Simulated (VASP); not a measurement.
Here is a VASP 6.6.1 calculation.

Contents of INCAR:

```
SYSTEM = Sc2SbP3
PREC = Accurate
ENCUT = 600
EDIFF = 1E-7
ISMEAR = 0
SIGMA = 0.1
LREAL = .FALSE.
LASPH = .TRUE.
NELM = 100
ALGO = Normal
ISIF = 3
LWAVE = .FALSE.
LCHARG = .FALSE.
GGA = PE
IBRION = 2
NSW = 90
EDIFFG = -0.04
```

Contents of KPOINTS:

```
Automatic mesh
0
G
  6 6 6
  0 0 0
```

Contents of POSCAR:

```
Sc2SbP3
1.0
    2.8496572100      1.6452503600      4.6944419100
   -2.8496572100      1.6452503600      4.6944419100
    0.0000000000     -3.2905007200      4.6944419100
Sc Sb P
2 1 3
Direct
    0.3777274200      0.3777274200      0.3777274200
    0.6222725800      0.6222725800      0.6222725800
    0.0000000000      0.0000000000      0.0000000000
    0.0000000000      0.5000000000      0.0000000000
    0.0000000000      0.0000000000      0.5000000000
    0.5000000000      0.0000000000      0.0000000000
```

Potentials or basis: VASP PAW PBE potentials, release 64 (Sc_sv, Sb, P).

The run is started by

```bash
$ cat potpaw_PBE.64/Sc_sv/POTCAR potpaw_PBE.64/Sb/POTCAR potpaw_PBE.64/P/POTCAR > POTCAR
$ mpirun -np 1 vasp_std > vasp.out
```

(1) Predict the band gap on the k mesh.

(2) What does it give for the space group after relaxing (to 0.1 Å)?

(3) Predict the relaxed volume.

Answers

(1) zero (bands 21 and 22 overlap by 1.22 eV).

(2) R-3m (No. 166).

(3) 20.27 Å³/atom.

Caveat: a cell axis changed by over 15 % at a fixed basis, so the end point is rough; spin-orbit coupling is left out, which moves the levels of the heavy elements.
